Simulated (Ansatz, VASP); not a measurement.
Two plane-wave programs on CoGe3Pd

```xyz
5
Lattice="4.7119 0.0000 0.0000 0.0000 4.7119 0.0000 0.0000 0.0000 4.8060" Properties=species:S:1:pos:R:3 pbc="T T T"
Co    0.0000    0.0000    2.4030
Ge    0.0000    2.3560    0.0000
Ge    2.3560    0.0000    0.0000
Ge    2.3560    2.3560    2.4030
Pd    0.0000    0.0000    0.0000
```

Alike in both runs: functional PBE; k mesh 8 × 8 × 8; occupations gaussian, width 0.1 eV; collinear spin.

Ansatz relaxed the structure, and its values are those at the end. VASP's run is a single point on that final structure, the one shown.

```csv
,VASP,Ansatz
version,VASP 6.6.1,Ansatz 0.2.0
potentials or method,"VASP PAW PBE potentials, release 64 (Co, Ge_d, Pd), cutoff 520 eV","scalar-relativistic, plane waves, PAW"
valence electrons in the cell,61,77
```

```csv
,VASP,Ansatz,Ansatz less VASP
gap on the k mesh at the Fermi level (eV),none,none,-
pressure (GPa),0.0,0.0,+0.07
net moment per atom (μB),0.39,0.39,+0.003
size of the moment on the site where the two differ most (μB),0.05,0.09,+0.034
```

Site moments also hang on the region over which each program counts them. A gap of «none» marks a metal or a gap that the smearing closes. VASP's potentials hold 61 valence electrons a cell and Ansatz's 77, so a difference there can come from the potentials and not from the codes.
